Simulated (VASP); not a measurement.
TiN (Osbornite): single point with LDA

The system is TiN (Osbornite).

```
Ti N
1.0
     0.00000    2.10119    2.10119
     2.10119    0.00000    2.10119
     2.10119    2.10119    0.00000
Ti N
1 1
Direct
  0.00000 0.00000 0.00000
  0.50000 0.50000 0.50000
```

```yaml
Program: VASP 6.6.1
Task: single point
Functional: LDA
Potentials_or_basis: VASP PAW LDA potentials, release 64 (Ti_sv, N_h)
Cutoff: 910 eV
k_mesh: 11 × 11 × 11
Occupations: fermi-dirac, width 0.1 eV
Spin: no spin polarisation
```

- Pressure: -5.7 GPa

Levels at points of the mesh, in eV from the Fermi level:
```
           k point  band 6  band 7  band 8  band 9  band 10  band 11  band 12  band 13
(0.00, 0.00, 0.00)   -2.03   -2.03   -2.03   -0.66    -0.66    -0.66     0.59     0.59
```

It took 27 s on 1 thread of AMD EPYC 9R45 96-Core Processor (Zen 5), on a shared host, peak memory 0.15 GiB.

Caveat: the cutoff is under 1.25 times the usual one of these potentials, so pressure, stress and relaxed cells hold a basis-set (Pulay) error.
